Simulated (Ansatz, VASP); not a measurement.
# Cs: VASP beside Ansatz

Contents of INCAR:

```
SYSTEM = Cs
ALGO = Normal
EDIFF = 1E-6
ENCUT = 520
GGA = RP
ISIF = 2
ISMEAR = -1
LASPH = .True.
LCHARG = .False.
LREAL = .False.
LWAVE = .False.
NBANDS = 16
NELM = 100
PREC = Accurate
SIGMA = 0.1
```

KPOINTS

```
k-points
0
Gamma
  5 5 5
  0 0 0
```

Contents of POSCAR:

```
Cs
1.0
    0.0000000000      5.8693015686      5.8693015686
    5.8693015686      0.0000000000      5.8693015686
    5.8693015686      5.8693015686      0.0000000000
Cs
2
Direct
    0.1250000000      0.1250000000      0.1250000000
    0.8750000000      0.8750000000      0.8750000000
```

Input for Ansatz:

```yaml
crystal:
  lattice:
    - [0.0, 5.8693015686, 5.8693015686]
    - [5.8693015686, 0.0, 5.8693015686]
    - [5.8693015686, 5.8693015686, 0.0]
  atoms:
    - { symbol: Cs, position: [0.125, 0.125, 0.125] }
    - { symbol: Cs, position: [0.875, 0.875, 0.875] }
hamiltonian:
  xc: rpbe
  pseudopotentials:
    kind: paw
    azcp:
      Cs: "pseudopotentials/Cs.paw.azcp"
basis:
  ecutwfc: 420
  fft_grid_basis: typed
kpoints:
  mp_grid: { grid: [5, 5, 5], shift: [0, 0, 0] }
magnetization:
  spin_polarized: false
scf:
  occupations: { method: fermi_dirac, width: 0.1 }
  lower_state_search: "off"
output:
  stress: true
```

Alike in both runs: task single point; functional RPBE; k mesh 5 × 5 × 5; occupations fermi-dirac, width 0.1 eV; no spin polarisation.

|  | VASP | Ansatz |
| --- | --- | --- |
| version | VASP 6.6.1 | Ansatz 0.2.0 |
| potentials or method | VASP PAW PBE potentials, release 64 (Cs_sv), cutoff 520 eV | plane waves (420 eV) with PAW, scalar-relativistic |
| valence electrons in the cell | 18 | 18 |

|  | VASP | Ansatz | Ansatz less VASP |
| --- | --- | --- | --- |
| pressure (GPa) | 0.0 | 0.0 | 0.00 |

VASP's potentials were made for PBE, not for RPBE.

Neither program's run includes spin-orbit coupling.
